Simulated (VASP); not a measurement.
# Hf2N (P4_2/mnm) in VASP: notebook

The runs below take Hf2N through single point, relaxation of shape and atoms at fixed volume, relaxation of cell and atoms, with PBEsol.

Everything below comes from runs of VASP 6.6.1. Logs are shortened: lines on timing, memory, paths and dates and some standing lists are left out, and cuts for length are marked.

### Step 1. The cell of the first run

The structure is tetragonal, space group P4_2/mnm (No. 136). Conventional cell: a = 5.296 Å, b = 5.296 Å, c = 3.227 Å, α = 90.00°, β = 90.00°, γ = 90.00°. Within 2.9 Å of Hf (site symmetry m2m) lie 3 N at 2.21 to 2.22 Å. N (site symmetry mmm) has 6 Hf at 2.21 to 2.22 Å within 2.9 Å.

### Step 2. Single point, PBEsol

The input, INCAR:

```
SYSTEM = Hf2N
ALGO = Normal
EDIFF = 1E-6
ENCUT = 520
GGA = PS
ISIF = 2
ISMEAR = 0
LASPH = .True.
LCHARG = .False.
LREAL = .False.
LWAVE = .False.
NBANDS = 34
NELM = 60
PREC = Accurate
SIGMA = 0.1
```

The input, KPOINTS:

```
k-points
0
Gamma
  8 8 12
  0 0 0
```

The input, POSCAR:

```
Hf2N
1.0
    5.2955389256      0.0000000000      0.0000000000
    0.0000000000      5.2955389256      0.0000000000
    0.0000000000      0.0000000000      3.2274489831
Hf N
4 2
Direct
    0.2954633019      0.2954633019      0.0000000000
    0.7045366981      0.7045366981      0.0000000000
    0.7954633019      0.2045366981      0.5000000000
    0.2045366981      0.7954633019      0.5000000000
    0.0000000000      0.0000000000      0.0000000000
    0.5000000000      0.5000000000      0.5000000000
```

Potentials or basis: VASP PAW PBE potentials, release 64 (Hf_pv, N).

On the command line:

```
cat potpaw_PBE.64/Hf_pv/POTCAR potpaw_PBE.64/N/POTCAR > POTCAR
mpirun -np 1 vasp_std > vasp.out
```

OUTCAR:

```text
SYSTEM = Hf2N
   EDIFF = 1E-6
   ENCUT = 520
   GGA = PS
   ISIF = 2
   ISMEAR = 0
   LASPH = .True.
   LREAL = .False.
   NELM = 60
   PREC = Accurate

 ion  position               nearest neighbor table
   1  0.295  0.295  0.000-   5 2.21   6 2.22   6 2.22   2 3.06   4 3.14   3 3.14   4 3.14   3 3.14
                             4 3.14   4 3.14   3 3.14   3 3.14   2 3.81   2 3.81
   2  0.705  0.705  0.000-   5 2.21   6 2.22   6 2.22   1 3.06   4 3.14   3 3.14   4 3.14   3 3.14
                             3 3.14   3 3.14   4 3.14   4 3.14   1 3.81   1 3.81
   3  0.795  0.205  0.500-   6 2.21   5 2.22   5 2.22   4 3.06   1 3.14   1 3.14   2 3.14   2 3.14
                             2 3.14   2 3.14   1 3.14   1 3.14   4 3.81   4 3.81
   4  0.205  0.795  0.500-   6 2.21   5 2.22   5 2.22   3 3.06   1 3.14   1 3.14   2 3.14   2 3.14
                             1 3.14   1 3.14   2 3.14   2 3.14   3 3.81   3 3.81
   5  0.000  0.000  0.000-   1 2.21   2 2.21   3 2.22   4 2.22   3 2.22   4 2.22
   6  0.500  0.500  0.500-   3 2.21   4 2.21   1 2.22   2 2.22   1 2.22   2 2.22

  LATTYP: Found a simple tetragonal cell.
 ALAT       =     5.2955389256
 C/A-ratio  =     0.6094656329

  Lattice vectors:

 A1 = (   5.2955389256,   0.0000000000,   0.0000000000)
 A2 = (   0.0000000000,   5.2955389256,   0.0000000000)
 A3 = (   0.0000000000,   0.0000000000,   3.2274489831)

Analysis of symmetry for initial positions (statically):
=====================================================================
 Subroutine PRICEL returns:
 Original cell was already a primitive cell.

 Routine SETGRP: Setting up the symmetry group for a
 simple tetragonal supercell.

 Subroutine GETGRP returns: Found 16 space group operations
 (whereof  8 operations were pure point group operations)
 out of a pool of 16 trial point group operations.

The static configuration has the point symmetry D_2h.
 The point group associated with its full space group is D_4h.

Analysis of symmetry for dynamics (positions and initial velocities):
=====================================================================
 Subroutine PRICEL returns:
 Original cell was already a primitive cell.

 Routine SETGRP: Setting up the symmetry group for a
 simple tetragonal supercell.

 Subroutine GETGRP returns: Found 16 space group operations
 (whereof  8 operations were pure point group operations)
 out of a pool of 16 trial point group operations.

The dynamic configuration has the point symmetry D_2h.
 The point group associated with its full space group is D_4h.

 Subroutine INISYM returns: Found 16 space group operations
 (whereof  8 operations are pure point group operations),
 and found     1 'primitive' translations

----------------------------------------------------------------------------------------

                                     Primitive cell

  volume of cell :      90.5065

  direct lattice vectors                    reciprocal lattice vectors
     5.295538926  0.000000000  0.000000000     0.188838193  0.000000000  0.000000000
     0.000000000  5.295538926  0.000000000     0.000000000  0.188838193  0.000000000
     0.000000000  0.000000000  3.227448983     0.000000000  0.000000000  0.309842233

  length of vectors
     5.295538926  5.295538926  3.227448983     0.188838193  0.188838193  0.309842233

  position of ions in fractional coordinates (direct lattice)
     0.295463302  0.295463302  0.000000000
     0.704536698  0.704536698  0.000000000
     0.795463302  0.204536698  0.500000000
     0.204536698  0.795463302  0.500000000
     0.000000000  0.000000000  0.000000000
     0.500000000  0.500000000  0.500000000

  ion indices of the primitive-cell ions
   primitive index   ion index
                 1           1
                 2           2
                 3           3
                 4           4
                 5           5
                 6           6

----------------------------------------------------------------------------------------

 KPOINTS: k-points

Automatic generation of k-mesh.
 Grid dimensions read from file:
 generate k-points for:    8    8   12

 Generating k-lattice:

  Cartesian coordinates                     Fractional coordinates (reciprocal lattice)
     0.023604774  0.000000000  0.000000000     0.125000000  0.000000000  0.000000000
     0.000000000  0.023604774  0.000000000     0.000000000  0.125000000  0.000000000
     0.000000000  0.000000000  0.025820186     0.000000000  0.000000000  0.083333333

  Length of vectors
     0.023604774  0.023604774  0.025820186

  Shift w.r.t. Gamma in fractional coordinates (k-lattice)
     0.000000000  0.000000000  0.000000000

 Subroutine IBZKPT returns following result:
 ===========================================

 Found    105 irreducible k-points:

 Following reciprocal coordinates:
            Coordinates               Weight
  0.000000  0.000000  0.000000      1.000000
  0.125000  0.000000  0.000000      4.000000
  0.250000  0.000000  0.000000      4.000000
  0.375000  0.000000  0.000000      4.000000
  0.500000  0.000000  0.000000      2.000000
  0.125000  0.125000  0.000000      4.000000
[... 16 lines left out ...]
  0.375000  0.125000  0.083333     16.000000
  0.500000  0.125000  0.083333      8.000000
 [... further k-points ...]
   k-points           NKPTS =    105   k-points in BZ     NKDIM =    105   number of bands    NBANDS=     34
   number of dos      NEDOS =    301   number of ions     NIONS =      6
   total plane-waves  NPLWV =  38400
   dimension x,y,z NGX =    40 NGY =   40 NGZ =   24
   dimension x,y,z NGXF=    80 NGYF=   80 NGZF=   48
   ions per type =               4   2
   NGX,Y,Z   is equivalent  to a cutoff of  12.56, 12.56, 12.36 a.u.
   NGXF,Y,Z  is equivalent  to a cutoff of  25.11, 25.11, 24.72 a.u.
 SYSTEM =  Hf2N
   PREC   = accura    normal or accurate (medium, high low for compatibility)
   ISTART =      0    job   : 0-new  1-cont  2-samecut
   ICHARG =      2    charge: 1-file 2-atom 10-const
   ISPIN  =      1    spin polarized calculation?
   LNONCOLLINEAR =      F non collinear calculations
   LSORBIT =      F    spin-orbit coupling
   LASPH  =      T    aspherical Exc in radial PAW
   ENCUT  =  520.0 eV  38.22 Ry    6.18 a.u.   9.85  9.85  6.00*2*pi/ulx,y,z
   NELM   =     60;   NELMIN=  2; NELMDL= -5     # of ELM steps
   EDIFF  = 0.1E-05   stopping-criterion for ELM
   LREAL  =      F    real-space projection
   EDIFFG = 0.1E-04   stopping-criterion for IOM
   NSW    =      0    number of steps for IOM
   IBRION =     -1    ionic relax: 0-MD 1-quasi-New 2-CG
   NFREE  =      0    steps in history (QN), initial steepest desc. (CG)
   ISIF   =      2    stress and relaxation
   ISYM   =      2    0-nonsym 1-usesym 2-fastsym
   POTIM  = 0.5000    time-step for ionic-motion
   TEBEG  =    0.0;   TEEND  =   0.0 temperature during run
   PSTRESS=    0.0 pullay stress
   NELECT =      50.0000    total number of electrons
   NUPDOWN=      -1.0000    fix difference up-down
   EMIN   =  10.00;   EMAX   =-10.00  energy-range for DOS
   EFERMI =   0.00;   METHOD = LEGACY
   ISMEAR =     0;   SIGMA  =   0.10  broadening in eV -4-tet -1-fermi 0-gaus
   EFERMI_NEDOS =   21; number of points for ismear=-14 and -15
   IALGO  =     38    algorithm
   IMIX   =      4    mixing-type and parameters
     AMIX     =   0.40;   BMIX     =  1.00
     AMIX_MAG =   1.60;   BMIX_MAG =  1.00
  volume/ion in A,a.u.               =      15.08       101.79
  Fermi-wavevector in a.u.,A,eV,Ry     =   1.343296  2.538461 24.550939  1.804443
  Thomas-Fermi vector in A             =   2.471381
   LORBIT       =      0    0 simple, 1 ext, 2 COOP (PROOUT), +10 PAW based schemes
   GGA     = PS    functional components
   LHFCALC =     F    Hartree Fock is set to
   AEXX    =    0.0000 exact exchange contribution
   IVDW    =     0    specifies the selected vdW correction
   LEPSILON=     F    determine dielectric tensor
   LRPA    =     F    only Hartree local field effects (RPA)
 non-spin polarized calculation
 Gauss-broadening in eV      SIGMA  =   0.10
  energy-cutoff  :      520.00
  volume of cell :       90.51
 maximum number of plane-waves:      2464
 NGX is ok and might be reduce to    40
   NGX = 19   NGY = 19   NGZ = 13

 number of electron      50.0000007 magnetization

 Free energy of the ion-electron system (eV)
  ---------------------------------------------------
  ext. energy  EPLUGINS =         0.00000000
  ---------------------------------------------------
  free energy    TOTEN  =       -67.50399401 eV

  energy without entropy =      -67.49138184  energy(sigma->0) =      -67.49768793

 E-fermi :   5.8835     XC(G=0): -12.1599

 val. band max:        5.8508153200   @ k =   0.3750   0.3750   0.3333
 cond. band min:       5.8872622285   @ k =   0.2500   0.2500   0.3333
 fundamental gap:      0.0364469085
 Fermi energy:         5.8835136986

 k-point     1 :       0.0000    0.0000    0.0000
  band No.  band energies     occupation
      1     -25.2583      2.00000
      2     -24.7396      2.00000
      3     -24.6756      2.00000
      4     -24.6756      2.00000
      5     -24.4387      2.00000
      6     -24.2880      2.00000
[... 26 lines left out ...]
     33       9.1720      0.00000
     34       9.1720      0.00000

 k-point     2 :       0.1250    0.0000    0.0000
  band No.  band energies     occupation
      1     -25.2354      2.00000
      2     -24.7331      2.00000
      3     -24.7023      2.00000
      4     -24.6428      2.00000
      5     -24.4300      2.00000
      6     -24.2832      2.00000
[... 26 lines left out ...]
     33       9.1438      0.00000
     34       9.4594      0.00000

 k-point     3 :       0.2500    0.0000    0.0000
  band No.  band energies     occupation
      1     -25.1712      2.00000
      2     -24.7722      2.00000
      3     -24.6952      2.00000
      4     -24.5657      2.00000
      5     -24.4051      2.00000
      6     -24.2896      2.00000
[... 26 lines left out ...]
     33       9.1247      0.00000
     34       9.8700      0.00000

 k-point     4 :       0.3750    0.0000    0.0000
  band No.  band energies     occupation
      1     -25.0785      2.00000
      2     -24.8670      2.00000
      3     -24.6145      2.00000
      4     -24.4669      2.00000
      5     -24.3677      2.00000
      6     -24.3674      2.00000
[... 26 lines left out ...]
     33       9.5557      0.00000
     34      10.3755      0.00000

 k-point     5 :       0.5000    0.0000    0.0000
  band No.  band energies     occupation
      1     -24.9728      2.00000
      2     -24.9728      2.00000
      3     -24.4971      2.00000
      4     -24.4971      2.00000
      5     -24.3641      2.00000
      6     -24.3641      2.00000
[... 621 lines left out ...]
 k-point    22 :       0.2500    0.1250    0.0833
  band No.  band energies     occupation
      1     -25.1338      2.00000
      2     -24.7535      2.00000
      3     -24.6844      2.00000
      4     -24.5672      2.00000
      5     -24.4079      2.00000
      6     -24.3028      2.00000
[... 26 lines left out ...]
     33       9.6002      0.00000
     34      10.3030      0.00000

 k-point    23 :       0.3750    0.1250    0.0833
  band No.  band energies     occupation
      1     -25.0443      2.00000
      2     -24.8415      2.00000
      3     -24.6140      2.00000
      4     -24.4926      2.00000
      5     -24.3847      2.00000
      6     -24.3639      2.00000
[... 26 lines left out ...]
     33       9.9047      0.00000
     34      10.4766      0.00000

 k-point    24 :       0.5000    0.1250    0.0833
  band No.  band energies     occupation
      1     -24.9424      2.00000
      2     -24.9424      2.00000
      3     -24.5090      2.00000
      4     -24.5090      2.00000
      5     -24.4152      2.00000
      6     -24.4152      2.00000
[... 26 lines left out ...]
     33       9.9489      0.00000
     34       9.9490      0.00000

 [... further k-points ...]

------------------------ aborting loop because EDIFF is reached ----------------------------------------

  FORCE on cell =-STRESS in cart. coord.  units (eV):
  Direction    XX          YY          ZZ          XY          YZ          ZX
  --------------------------------------------------------------------------------------
  -------------------------------------------------------------------------------------
  Total       -0.5371425     -0.5371425     -0.6240962      0.0000000      0.0000000      0.0000000
  in kB       -9.5086824     -9.5086824    -11.0479674      0.0000000      0.0000000      0.0000000
  external PRESSURE =     -10.0217774 kB  Pullay stress =       0.0000000 kB

 VOLUME and BASIS-vectors are now :
 -----------------------------------------------------------------------------
  energy-cutoff  :      520.00
  volume of cell :       90.51
      direct lattice vectors                 reciprocal lattice vectors
     5.295538926  0.000000000  0.000000000     0.188838193  0.000000000  0.000000000
     0.000000000  5.295538926  0.000000000     0.000000000  0.188838193  0.000000000
     0.000000000  0.000000000  3.227448983     0.000000000  0.000000000  0.309842233

 POSITION                                       TOTAL-FORCE (eV/Angst)
 -----------------------------------------------------------------------------------
      1.56464      1.56464      0.00000         0.002094      0.002094     -0.000000
      3.73090      3.73090      0.00000        -0.002094     -0.002094      0.000000
      4.21241      1.08313      1.61372         0.002094     -0.002094      0.000000
      1.08313      4.21241      1.61372        -0.002094      0.002094     -0.000000
      0.00000      0.00000      0.00000         0.000000      0.000000      0.000000
      2.64777      2.64777      1.61372         0.000000      0.000000      0.000000
 -----------------------------------------------------------------------------------
    total drift:                                0.000000      0.000000      0.000000

  FREE ENERGIE OF THE ION-ELECTRON SYSTEM (eV)
  ---------------------------------------------------
  free  energy   TOTEN  =       -67.5039940116 eV

  energy  without entropy=      -67.4913818441  energy(sigma->0) =      -67.49768793
```

It took 3.2 min on 1 thread of Intel Xeon Platinum 8488C (Sapphire Rapids), shared host; peak memory 0.36 GiB.

What came out:

| Quantity | Value |
| --- | --- |
| Free energy | -67.5040 eV |
| Pressure | -1.0 GPa |
| Band gap on the k mesh | zero (bands 25 and 26 overlap by 2.70 eV) |

Forces on the atoms (eV/Å):
```
Hf   0.002  0.002  0.000
Hf  -0.002 -0.002  0.000
Hf   0.002 -0.002  0.000
Hf  -0.002  0.002  0.000
N    0.000  0.000  0.000
N    0.000  0.000  0.000
```

Stress tensor (GPa, compression positive):
```
-0.95  0.00  0.00
 0.00 -0.95  0.00
 0.00  0.00 -1.10
```

Caveat: the PAW data sets were made with another functional, which shifts forces and pressure a little; spin-orbit coupling is left out, which moves the levels of the heavy elements.

### Step 3. Relaxation of shape and atoms at fixed volume, PBEsol (15.39 Å³/atom)

This run uses another cell than the first one, of 15.39 Å³/atom.

The input, INCAR:

```
SYSTEM = Hf2N
PREC = Accurate
ENCUT = 600
EDIFF = 1E-6
ISMEAR = -1
SIGMA = 0.15
LREAL = .False.
LASPH = .True.
NELM = 80
ALGO = Normal
ISIF = 4
LWAVE = .False.
LCHARG = .False.
GGA = PS
IBRION = 2
NSW = 80
EDIFFG = -0.001
```

The input, KPOINTS:

```
regular mesh
0
Gamma
  8 8 12
  0 0 0
```

The input, POSCAR:

```
Hf2N
1.0
    5.3310440474      0.0000000000      0.0000000000
    0.0000000000      5.3310440474      0.0000000000
    0.0000000000      0.0000000000      3.2496405322
Hf N
4 2
Direct
    0.2953075331      0.2953075331      0.0000000000
    0.7046924669      0.7046924669      0.0000000000
    0.7953075331      0.2046924669      0.5000000000
    0.2046924669      0.7953075331      0.5000000000
    0.0000000000      0.0000000000      0.0000000000
    0.5000000000      0.5000000000      0.5000000000
```

Potentials or basis: VASP PAW PBE potentials, release 64 (Hf_pv, N).

On the command line:

```
cat potpaw_PBE.64/Hf_pv/POTCAR potpaw_PBE.64/N/POTCAR > POTCAR
mpirun -np 1 vasp_std > vasp.out
```

Run time: 15 min. Hardware: 1 thread of AMD EPYC 7R43 (Zen 3), shared host; peak memory 0.41 GiB.

Results (log left out):

| Property | Result |
| --- | --- |
| Free energy | -67.5606 eV |
| Energy gained by relaxing | 0.1 meV/atom |
| Ionic steps | 5 |
| Pressure after relaxing | -4.9 GPa |
| Band gap on the k mesh | zero (bands 25 and 26 overlap by 2.64 eV) |

Step by step:
| step | energy change (eV) | largest force (eV/Å) | pressure (GPa) | volume (Å³) |
| --- | --- | --- | --- | --- |
| 1 | 0.0000 | 0.0407 | -4.95 | 92.35 |
| 2 | -0.0003 | 0.0159 | -4.92 | 92.35 |
| 3 | -0.0003 | 0.0114 | -4.91 | 92.35 |
| 4 | -0.0004 | 0.0015 | -4.91 | 92.35 |
| 5 | -0.0004 | 0.0001 | -4.91 | 92.35 |

Final structure:
```
CELL_PARAMETERS angstrom
5.33381 0.00000 0.00000
0.00000 5.33381 0.00000
0.00000 0.00000 3.24627
ATOMIC_POSITIONS crystal
Hf 0.29572 0.29572 0.00000
Hf 0.70428 0.70428 0.00000
Hf 0.79572 0.20428 0.50000
Hf 0.20428 0.79572 0.50000
N 0.00000 0.00000 0.00000
N 0.50000 0.50000 0.50000
```

Levels at points of the mesh, in eV from the Fermi level:
```tsv
k point	band 22	band 23	band 24	band 25	band 26	band 27	band 28	band 29
(0.00, 0.00, 0.00)	-2.13	-0.17	0.77	1.04	1.08	1.08	1.50	1.75
(0.50, 0.00, 0.00)	-2.49	-1.07	-1.07	1.38	1.38	1.84	1.84	1.92
(0.50, 0.50, 0.00)	-1.77	-1.43	-1.43	1.04	1.04	1.47	1.47	1.73
(0.00, 0.00, 0.50)	-1.47	-1.27	-1.27	-1.26	-1.26	2.13	2.13	3.64
(0.50, 0.00, 0.50)	-1.94	-1.18	-1.18	-0.95	-0.95	1.73	1.73	3.76
(0.50, 0.50, 0.50)	-1.69	-0.85	-0.85	-0.60	-0.60	1.24	1.24	2.84
```

Caveat: the PAW data sets were made with another functional, which shifts forces and pressure a little; spin-orbit coupling is left out, which moves the levels of the heavy elements.

(Part 1 of 2 ends here.)

The gap in the log of VASP goes by the Fermi energy; the results here count the filled bands.